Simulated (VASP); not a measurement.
Wanted: the native input for a VASP 6.6.1 run.

```yaml
Task: single point
Functional: PBE
Potentials_or_basis: VASP PAW PBE potentials, release 64 (Fe)
Cutoff: 600 eV
k_mesh: 17 × 17 × 10
Occupations: fermi-dirac, width 0.08 eV
Spin: no spin polarisation
Dipole_correction: no
Further_INCAR_settings: ALGO = Normal; EDIFF = 1e-06; NBANDS = 15
```

The structure of Fe lies in POSCAR:

```
Fe
1.0
    2.4341575853      0.0000000000      0.0000000000
   -1.2170787927      2.1080423057      0.0000000000
    0.0000000000      0.0000000000      3.8035151253
Fe
2
Direct
    0.3333333333      0.6666666667      0.2500000000
    0.6666666667      0.3333333333      0.7500000000
```

This isn't the form of Fe at room conditions, which is bcc.

This cell differs from its parent crystal: zz strain of -1 %.

The input as run:

INCAR

```
ALGO = Normal ; EDIFF = 1E-6
ENCUT = 600 ; GGA = PE
GGA_COMPAT = False ; ISIF = 2
ISMEAR = -1 ; LASPH = True
LCHARG = False ; LREAL = False
LWAVE = False ; NBANDS = 15
NELM = 120 ; PREC = Accurate
SIGMA = 0.08
```

KPOINTS

```
k-points
0
Gamma
  17 17 10
```

Potentials or basis: VASP PAW PBE potentials, release 64 (Fe).

The run is started by

```bash
$ cat potpaw_PBE.64/Fe/POTCAR > POTCAR
$ mpirun -np 1 vasp_std > vasp.out
```

Results of the run:

The pressure is 13.6 GPa and the band gap on the k mesh is zero (bands 8 and 9 overlap by 1.90 eV).

Caveat: the cell differs from its parent crystal (zz strain of -1 %); the cell stands under pressure; the run has no spin polarisation, though such a crystal can be magnetic.

It took 31 s on 1 thread of AMD EPYC 9R45 96-Core Processor (Zen 5), on a shared host, peak memory 0.15 GiB.
